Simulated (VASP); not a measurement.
Wanted: the native input for a VASP 6.6.1 run.

```
Task                   : relaxation of cell and atoms
Functional             : RPBE
Dispersion             : D4
Potentials or basis    : VASP PAW PBE potentials, release 64 (C)
Cutoff                 : 600 eV
k mesh                 : 13 × 13 × 13
Occupations            : fermi-dirac, width 0.05 eV
Spin                   : no spin polarisation
Dipole correction      : no
Further INCAR settings : ALGO = Normal; EDIFF = 1e-06; IBRION = 2; EDIFFG = -0.02; NSW = 80; ISIF = 3
```

The structure of C lies in POSCAR:

```
C
1.0
    0.0000000000      1.7833700000      1.7833700000
    1.7833700000      0.0000000000      1.7833700000
    1.7833700000      1.7833700000      0.0000000000
C
2
Direct
    0.7500000000      0.7500000000      0.7500000000
    0.5000000000      0.5000000000      0.5000000000
```

These files were run (other wordings do the same):

INCAR

```
SYSTEM = C
PREC = Accurate
ENCUT = 600
EDIFF = 1E-6
ISMEAR = -1
SIGMA = 0.05
LREAL = .FALSE.
LASPH = .TRUE.
NELM = 100
ALGO = Normal
ISIF = 3
LWAVE = .FALSE.
LCHARG = .FALSE.
GGA = RP
IVDW = 13
IBRION = 2
NSW = 80
EDIFFG = -0.02
```

KPOINTS

```
regular mesh
0
G
  13 13 13
  0 0 0
```

Potentials or basis: VASP PAW PBE potentials, release 64 (C).

The run is started by

```bash
$ cat potpaw_PBE.64/C/POTCAR > POTCAR
$ mpirun -np 1 vasp_std > vasp.out
```

Results of the run:

| Quantity | Value |
| --- | --- |
| Relaxed volume | 5.59 Å³/atom |
| Relaxed cell | a = 2.510 Å, b = 2.510 Å, c = 2.510 Å, α = 60.00°, β = 60.00°, γ = 60.00° |
| Space group after relaxing (to 0.05 Å) | Fd-3m (No. 227) |
| Energy gained by relaxing | 1.6 meV/atom |
| Ionic steps | 3 |
| Pressure after relaxing | 0.0 GPa |
| Band gap on the k mesh | 4.17 eV, indirect (least direct gap 5.63 eV) |
| Dispersion energy per atom | -0.539 eV |

Caveat: the PAW data sets were made with another functional, which shifts forces and pressure a little.

It took 41 s on 1 thread of AMD EPYC 7R13 (shared host), peak memory 0.09 GiB.
